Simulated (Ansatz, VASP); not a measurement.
This is a calculation of GaF for Ansatz 0.2.0.

Contents of input.yaml:

```yaml
crystal:
  lattice:
    - [3.1868869687, 0.0, 0.0]
    - [0.0, 3.1868869687, 0.0]
    - [0.0, 0.0, 3.1868869687]
  atoms:
    - { symbol: Ga, position: [0.0, 0.0, 0.0] }
    - { symbol: F, position: [0.5, 0.5, 0.5] }
hamiltonian:
  xc: r2scanh
  pseudopotentials: { kind: paw }
kpoints:
  mp_grid: { grid: [4, 4, 4] }
scf:
  occupations: { method: fermi_dirac, width: 0.05 }
output:
  forces: true
  stress: true
  eigenvalues: true
```

Potentials or basis: Ansatz PAW.

The run is started by

```sh
$ ansatz run input.yaml --threads 2 --pin off --max-ram 5632MiB --backend cpu --events-out ev --progress --plain --runs-dir out
```

Set up the same calculation for VASP 6.6.1. Potentials there: VASP PAW PBE potentials, release 64 (Ga_d, F).

As run (the cutoff follows the program's own potentials):

POSCAR

```
GaF
1.0
    3.1868869687      0.0000000000      0.0000000000
    0.0000000000      3.1868869687      0.0000000000
    0.0000000000      0.0000000000      3.1868869687
Ga F
1 1
Direct
    0.0000000000      0.0000000000      0.0000000000
    0.5000000000      0.5000000000      0.5000000000
```

INCAR.step1

```
ALGO = Normal
EDIFF = 1E-5
ENCUT = 520
GGA = PE
ISIF = 2
ISMEAR = -1
LASPH = T
LCHARG = F
LREAL = F
LWAVE = T
NBANDS = 17
NELM = 80
PREC = Accurate
SIGMA = 0.05
```

File INCAR.step2:

```
AEXX = 0.1
ALGO = Normal
EDIFF = 1E-7
ENCUT = 520
ISIF = 2
ISMEAR = -1
ISTART = 1
LASPH = T
LCHARG = F
LHFCALC = T
LMIXTAU = T
LREAL = F
LWAVE = F
METAGGA = R2SCAN
NBANDS = 17
NELM = 80
PREC = Accurate
PRECFOCK = Normal
SIGMA = 0.05
```

KPOINTS

```
k-points
0
Gamma
  4 4 4
```

Potentials or basis: VASP PAW PBE potentials, release 64 (Ga_d, F).

Command:

```console
$ cat potpaw_PBE.64/Ga_d/POTCAR potpaw_PBE.64/F/POTCAR > POTCAR
$ cp INCAR.step1 INCAR
$ mpirun -np 1 vasp_std > vasp.out
$ cp INCAR.step2 INCAR
$ mpirun -np 1 vasp_std > vasp.out
```

Both were run:

|  | VASP | Ansatz | Ansatz less VASP |
| --- | --- | --- | --- |
| gap on the k mesh at the Fermi level (eV) | 1.14 | 1.11 | -0.036 |
| least direct gap on the mesh (eV) | 2.18 | 2.16 | -0.014 |
| pressure (GPa) | -2.2 | -2.0 | +0.21 |

VASP's potentials were made for PBE, not for r2SCANh.

The k mesh is coarse, so the values compare programs but aren't converged.
